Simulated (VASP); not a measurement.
# In3O2 (P-6m2) in VASP: a series of runs

Runs on In3O2. Level: PBE. Tasks: single point.

All numbers are computed with VASP 6.6.1; they aren't measurements. Logs are shortened: lines on timing, memory, paths and dates and some standing lists are left out, and cuts for length are marked.

## (1) The cell of the first run

The structure is hexagonal, space group P-6m2 (No. 187). The conventional cell has a = 4.376 Å, b = 4.376 Å, c = 5.374 Å, α = 90.00°, β = 90.00°, γ = 120.00°. In (site symmetry 3m) has 5 In at 2.64 to 2.87 Å and 6 O at 2.85 to 2.87 Å within 3.5 Å. Within 3.3 Å of In (site symmetry -6m2) lie 5 O at 2.53 to 2.69 Å and 6 In at 2.87 Å. Within 3.5 Å of O (site symmetry -6m2) lie 8 In at 2.69 to 2.85 Å. Within 3.3 Å of O (site symmetry -6m2) lie 9 In at 2.53 to 2.87 Å.

The cell was built from a structure type or drawn by symmetry, and may not be a known phase.

## (2) Single point, PBE

The input, INCAR:

```
SYSTEM = In3O2
ALGO = Normal ; EDIFF = 1E-7
ENCUT = 520 ; GGA = PE
ISIF = 2 ; ISMEAR = 0
LASPH = .TRUE. ; LCHARG = .FALSE.
LREAL = .FALSE. ; LWAVE = .FALSE.
NBANDS = 34 ; NELM = 100
PREC = Accurate ; SIGMA = 0.1
```

The input, KPOINTS:

```
k-points
0
G
  6 6 4
  0 0 0
```

The input, POSCAR:

```
In3O2
1.0
    4.3763313500      0.0000000000      0.0000000000
   -2.1881656800      3.7900141300      0.0000000000
    0.0000000000      0.0000000000      5.3739763200
In O
3 2
Direct
    0.0000000000      0.0000000000      0.7454000100
    0.0000000000      0.0000000000      0.2545999900
    0.6666666700      0.3333333300      0.0000000000
    0.6666666700      0.3333333300      0.5000000000
    0.3333333300      0.6666666700      0.0000000000
```

Potentials or basis: VASP PAW PBE potentials, release 64 (In_d, O).

Command:

```
cat potpaw_PBE.64/In_d/POTCAR potpaw_PBE.64/O/POTCAR > POTCAR
mpirun -np 1 vasp_std > vasp.out
```

OUTCAR:

```text
SYSTEM = In3O2
   EDIFF = 1E-7
   ENCUT = 520
   GGA = PE
   ISIF = 2
   ISMEAR = 0
   LASPH = .TRUE.
   LREAL = .FALSE.
   NELM = 100
   PREC = Accurate

 ion  position               nearest neighbor table
   1  0.000  0.000  0.745-   2 2.64   2 2.74   4 2.85   4 2.85   4 2.85   5 2.87   3 2.87   3 2.87
                             5 2.87   5 2.87   3 2.87
   2  0.000  0.000  0.255-   1 2.64   1 2.74   4 2.85   4 2.85   4 2.85   3 2.87   5 2.87   3 2.87
                             5 2.87   5 2.87   3 2.87
   3  0.667  0.333  0.000-   5 2.53   5 2.53   5 2.53   4 2.69   4 2.69   1 2.87   2 2.87   1 2.87
                             2 2.87   1 2.87   2 2.87
   4  0.667  0.333  0.500-   3 2.69   3 2.69   1 2.85   2 2.85   1 2.85   2 2.85   1 2.85   2 2.85

   5  0.333  0.667  0.000-   3 2.53   3 2.53   3 2.53   1 2.87   2 2.87   2 2.87   1 2.87   2 2.87
                             1 2.87

  LATTYP: Found a hexagonal cell.
 ALAT       =     4.3763313500
 C/A-ratio  =     1.2279637647

  Lattice vectors:

 A1 = (   4.3763313500,   0.0000000000,   0.0000000000)
 A2 = (  -2.1881656800,   3.7900141300,   0.0000000000)
 A3 = (   0.0000000000,   0.0000000000,   5.3739763200)

Analysis of symmetry for initial positions (statically):
=====================================================================
 Subroutine PRICEL returns:
 Original cell was already a primitive cell.

 Routine SETGRP: Setting up the symmetry group for a
 hexagonal supercell.

 Subroutine GETGRP returns: Found 12 space group operations
 (whereof 12 operations were pure point group operations)
 out of a pool of 24 trial point group operations.

The static configuration has the point symmetry D_3h.

Analysis of symmetry for dynamics (positions and initial velocities):
=====================================================================
 Subroutine PRICEL returns:
 Original cell was already a primitive cell.

 Routine SETGRP: Setting up the symmetry group for a
 hexagonal supercell.

 Subroutine GETGRP returns: Found 12 space group operations
 (whereof 12 operations were pure point group operations)
 out of a pool of 24 trial point group operations.

The dynamic configuration has the point symmetry D_3h.

 Subroutine INISYM returns: Found 12 space group operations
 (whereof 12 operations are pure point group operations),
 and found     1 'primitive' translations

----------------------------------------------------------------------------------------

                                     Primitive cell

  volume of cell :      89.1347

  direct lattice vectors                    reciprocal lattice vectors
     4.376331350  0.000000000  0.000000000     0.228501893  0.131925630  0.000000000
    -2.188165680  3.790014130  0.000000000     0.000000000  0.263851259  0.000000000
     0.000000000  0.000000000  5.373976320     0.000000000  0.000000000  0.186081951

  length of vectors
     4.376331350  4.376331357  5.373976320     0.263851259  0.263851259  0.186081951

  position of ions in fractional coordinates (direct lattice)
     0.000000000  0.000000000  0.745400010
     0.000000000  0.000000000  0.254599990
     0.666666670  0.333333330  0.000000000
     0.666666670  0.333333330  0.500000000
     0.333333330  0.666666670  0.000000000

  ion indices of the primitive-cell ions
   primitive index   ion index
                 1           1
                 2           2
                 3           3
                 4           4
                 5           5

----------------------------------------------------------------------------------------

 KPOINTS: k-points

Automatic generation of k-mesh.
 Grid dimensions read from file:
 generate k-points for:    6    6    4

 Generating k-lattice:

  Cartesian coordinates                     Fractional coordinates (reciprocal lattice)
     0.038083649  0.021987605  0.000000000     0.166666667  0.000000000  0.000000000
     0.000000000  0.043975210  0.000000000     0.000000000  0.166666667  0.000000000
     0.000000000  0.000000000  0.046520488     0.000000000  0.000000000  0.250000000

  Length of vectors
     0.043975210  0.043975210  0.046520488

  Shift w.r.t. Gamma in fractional coordinates (k-lattice)
     0.000000000  0.000000000  0.000000000

 Subroutine IBZKPT returns following result:
 ===========================================

 Found     21 irreducible k-points:

 Following reciprocal coordinates:
            Coordinates               Weight
  0.000000  0.000000  0.000000      1.000000
  0.166667  0.000000  0.000000      6.000000
  0.333333  0.000000  0.000000      6.000000
  0.500000 -0.000000  0.000000      3.000000
  0.166667  0.166667  0.000000      6.000000
  0.333333  0.166667  0.000000     12.000000
[... 13 lines left out ...]
  0.333333  0.166667  0.500000     12.000000
  0.333333  0.333333  0.500000      2.000000
   k-points           NKPTS =     21   k-points in BZ     NKDIM =     21   number of bands    NBANDS=     34
   number of dos      NEDOS =    301   number of ions     NIONS =      5
   total plane-waves  NPLWV =  51840
   dimension x,y,z NGX =    36 NGY =   36 NGZ =   40
   dimension x,y,z NGXF=    72 NGYF=   72 NGZF=   80
   ions per type =               3   2
   NGX,Y,Z   is equivalent  to a cutoff of  13.68, 13.68, 12.37 a.u.
   NGXF,Y,Z  is equivalent  to a cutoff of  27.35, 27.35, 24.75 a.u.
 SYSTEM =  In3O2
   PREC   = accura    normal or accurate (medium, high low for compatibility)
   ISTART =      0    job   : 0-new  1-cont  2-samecut
   ICHARG =      2    charge: 1-file 2-atom 10-const
   ISPIN  =      1    spin polarized calculation?
   LNONCOLLINEAR =      F non collinear calculations
   LSORBIT =      F    spin-orbit coupling
   LASPH  =      T    aspherical Exc in radial PAW
   ENCUT  =  520.0 eV  38.22 Ry    6.18 a.u.   8.14  8.14  9.99*2*pi/ulx,y,z
   NELM   =    100;   NELMIN=  2; NELMDL= -5     # of ELM steps
   EDIFF  = 0.1E-06   stopping-criterion for ELM
   LREAL  =      F    real-space projection
   EDIFFG = 0.1E-05   stopping-criterion for IOM
   NSW    =      0    number of steps for IOM
   IBRION =     -1    ionic relax: 0-MD 1-quasi-New 2-CG
   NFREE  =      0    steps in history (QN), initial steepest desc. (CG)
   ISIF   =      2    stress and relaxation
   ISYM   =      2    0-nonsym 1-usesym 2-fastsym
   POTIM  = 0.5000    time-step for ionic-motion
   TEBEG  =    0.0;   TEEND  =   0.0 temperature during run
   PSTRESS=    0.0 pullay stress
   NELECT =      51.0000    total number of electrons
   NUPDOWN=      -1.0000    fix difference up-down
   EMIN   =  10.00;   EMAX   =-10.00  energy-range for DOS
   EFERMI =   0.00;   METHOD = LEGACY
   ISMEAR =     0;   SIGMA  =   0.10  broadening in eV -4-tet -1-fermi 0-gaus
   EFERMI_NEDOS =   21; number of points for ismear=-14 and -15
   IALGO  =     38    algorithm
   IMIX   =      4    mixing-type and parameters
     AMIX     =   0.40;   BMIX     =  1.00
     AMIX_MAG =   1.60;   BMIX_MAG =  1.00
  volume/ion in A,a.u.               =      17.83       120.30
  Fermi-wavevector in a.u.,A,eV,Ry     =   1.359093  2.568314 25.131795  1.847135
  Thomas-Fermi vector in A             =   2.485871
   LORBIT       =      0    0 simple, 1 ext, 2 COOP (PROOUT), +10 PAW based schemes
   GGA     = PE    functional components
   LHFCALC =     F    Hartree Fock is set to
   AEXX    =    0.0000 exact exchange contribution
   IVDW    =     0    specifies the selected vdW correction
   LEPSILON=     F    determine dielectric tensor
   LRPA    =     F    only Hartree local field effects (RPA)
 non-spin polarized calculation
 Gauss-broadening in eV      SIGMA  =   0.10
  energy-cutoff  :      520.00
  volume of cell :       89.13
 maximum number of plane-waves:      2444
 NGX is ok and might be reduce to    36
   NGX = 17   NGY = 17   NGZ = 19

 number of electron      50.9999995 magnetization

 Free energy of the ion-electron system (eV)
  ---------------------------------------------------
  ext. energy  EPLUGINS =         0.00000000
  ---------------------------------------------------
  free energy    TOTEN  =       -17.77627393 eV

  energy without entropy =      -17.75929759  energy(sigma->0) =      -17.76778576

 E-fermi :   6.7710     XC(G=0): -10.4839

 val. band max:        6.7072769815   @ k =   0.1667   0.1667   0.0000
 cond. band min:       6.7765735450   @ k =   0.5000  -0.0000   0.0000
 fundamental gap:      0.0692965635
 Fermi energy:         6.7709887966

 k-point     1 :       0.0000    0.0000    0.0000
  band No.  band energies     occupation
      1     -10.6595      2.00000
      2      -9.9237      2.00000
      3      -8.7832      2.00000
      4      -8.5475      2.00000
      5      -8.5475      2.00000
      6      -8.2988      2.00000
[... 26 lines left out ...]
     33      13.6350      0.00000
     34      15.2329      0.00000

 k-point     2 :       0.1667    0.0000    0.0000
  band No.  band energies     occupation
      1     -10.6314      2.00000
      2      -9.9375      2.00000
      3      -8.7874      2.00000
      4      -8.5245      2.00000
      5      -8.4489      2.00000
      6      -8.2781      2.00000
[... 26 lines left out ...]
     33      13.8905      0.00000
     34      15.7872      0.00000

 k-point     3 :       0.3333    0.0000    0.0000
  band No.  band energies     occupation
      1     -10.5840      2.00000
      2      -9.9480      2.00000
      3      -8.7809      2.00000
      4      -8.4729      2.00000
      5      -8.3077      2.00000
      6      -8.2333      2.00000
[... 26 lines left out ...]
     33      14.5898      0.00000
     34      16.0578      0.00000
[... 593 lines left out ...]
 k-point    20 :       0.3333    0.1667    0.5000
  band No.  band energies     occupation
      1     -10.5583      2.00000
      2      -9.8430      2.00000
      3      -8.2999      2.00000
      4      -8.2559      2.00000
      5      -8.2415      2.00000
      6      -8.1557      2.00000
[... 26 lines left out ...]
     33      14.3989      0.00000
     34      15.5488      0.00000

 k-point    21 :       0.3333    0.3333    0.5000
  band No.  band energies     occupation
      1     -10.5482      2.00000
      2      -9.8433      2.00000
      3      -8.2664      2.00000
      4      -8.2401      2.00000
      5      -8.2352      2.00000
      6      -8.1722      2.00000
[... 26 lines left out ...]
     33      14.6229      0.00000
     34      15.4456      0.00000

------------------------ aborting loop because EDIFF is reached ----------------------------------------

  FORCE on cell =-STRESS in cart. coord.  units (eV):
  Direction    XX          YY          ZZ          XY          YZ          ZX
  --------------------------------------------------------------------------------------
  -------------------------------------------------------------------------------------
  Total        2.6825084      2.6825084      5.8199797     -0.0000000      0.0000000      0.0000000
  in kB       48.2175225     48.2175227    104.6129079     -0.0000001      0.0000000      0.0000000
  external PRESSURE =      67.0159844 kB  Pullay stress =       0.0000000 kB

 VOLUME and BASIS-vectors are now :
 -----------------------------------------------------------------------------
  energy-cutoff  :      520.00
  volume of cell :       89.13
      direct lattice vectors                 reciprocal lattice vectors
     4.376331350  0.000000000  0.000000000     0.228501893  0.131925630  0.000000000
    -2.188165680  3.790014130  0.000000000     0.000000000  0.263851259  0.000000000
     0.000000000  0.000000000  5.373976320     0.000000000  0.000000000  0.186081951

 POSITION                                       TOTAL-FORCE (eV/Angst)
 -----------------------------------------------------------------------------------
      0.00000      0.00000      4.00576         0.000000      0.000000     -1.780900
      0.00000      0.00000      1.36821         0.000000      0.000000      1.780900
      2.18817      1.26334      0.00000        -0.000000     -0.000000      0.000000
      2.18817      1.26334      2.68699        -0.000000      0.000000      0.000000
     -0.00000      2.52668      0.00000         0.000000      0.000000      0.000000
 -----------------------------------------------------------------------------------
    total drift:                               -0.000009      0.000005     -0.000000

  FREE ENERGIE OF THE ION-ELECTRON SYSTEM (eV)
  ---------------------------------------------------
  free  energy   TOTEN  =       -17.7762739270 eV

  energy  without entropy=      -17.7592975872  energy(sigma->0) =      -17.76778576
```

It took 44 s on 1 thread of Intel Xeon 6975P-C (Granite Rapids), shared host; peak memory 0.24 GiB.

What came out:

```yaml
Free_energy: -17.7763 eV
Pressure: 6.7 GPa
Largest_force: 1.781 eV/Å
Band_gap_on_the_k_mesh: zero (an odd number of electrons rules out a gap without spin polarisation)
```

Forces on the atoms (eV/Å):
```
In   0.000  0.000 -1.781
In   0.000  0.000  1.781
In   0.000  0.000  0.000
O    0.000  0.000  0.000
O    0.000  0.000  0.000
```

Caveat: the cell stands under pressure; spin-orbit coupling is left out, which moves the levels of the heavy elements; an odd number of electrons without spin polarisation forces a metal; a magnetic or distorted state may lie lower.

## (3) Single point, PBE

This run uses another cell than the first one, of 22.35 Å³/atom.

The input, INCAR:

```
SYSTEM = In3O2
PREC = Accurate ; ENCUT = 520
EDIFF = 1E-6 ; ISMEAR = 0
SIGMA = 0.1 ; LREAL = .False.
LASPH = .True. ; NELM = 100
ALGO = Normal ; ISIF = 2
LWAVE = .False. ; LCHARG = .False.
GGA = PE ; NBANDS = 34
```

The input, KPOINTS:

```
regular mesh
0
Gamma
  6 6 4
  0 0 0
```

The input, POSCAR:

```
In3O2
1.0
    3.5881354844      0.0000000024      0.0000000000
   -1.7940677442      3.1074164805      0.0000000000
    0.0000000000      0.0000000000     10.0243032599
In O
3 2
Direct
    0.0000000000      0.0000000000      0.6525307544
    0.0000000000      0.0000000000      0.3474692456
    0.6666666667      0.3333333333      0.0000000000
    0.6666666667      0.3333333333      0.5000000000
    0.3333333333      0.6666666667      0.0000000000
```

Potentials or basis: VASP PAW PBE potentials, release 64 (In_d, O).

Command:

```
cat potpaw_PBE.64/In_d/POTCAR potpaw_PBE.64/O/POTCAR > POTCAR
mpirun -np 1 vasp_std > vasp.out
```

Wall time 57 s (1 thread of Intel Xeon 6975P-C (Granite Rapids), shared host); peak memory 0.26 GiB.

It converged, with:

```yaml
Free_energy: -20.8026 eV
Pressure: 0.2 GPa
Largest_force: 0.012 eV/Å
Band_gap_on_the_k_mesh: zero (an odd number of electrons rules out a gap without spin polarisation)
```

Forces in eV/Å, atoms in the order of the input:
```
In   0.000  0.000  0.012
In   0.000  0.000 -0.012
In   0.000  0.000  0.000
O    0.000  0.000  0.000
O    0.000  0.000  0.000
```

Stress tensor (GPa, compression positive):
```
0.20 0.00 0.00
0.00 0.20 0.00
0.00 0.00 0.07
```

Levels at points of the mesh, in eV from the Fermi level:
```tsv
k point	band 23	band 24	band 25	band 26	band 27	band 28	band 29	band 30
(0.00, 0.00, 0.00)	-3.23	-2.83	-2.83	-1.90	0.65	2.40	6.96	6.96
(0.50, 0.00, 0.00)	-3.29	-2.49	-1.72	-0.57	0.39	1.27	2.46	3.27
(0.00, 0.00, 0.50)	-3.60	-2.83	-2.83	-1.31	-0.26	4.18	4.75	7.14
(0.50, 0.00, 0.50)	-3.29	-2.56	-1.91	-0.15	0.26	1.74	1.76	3.19
```

Caveat: spin-orbit coupling is left out, which moves the levels of the heavy elements; an odd number of electrons without spin polarisation forces a metal; a magnetic or distorted state may lie lower.
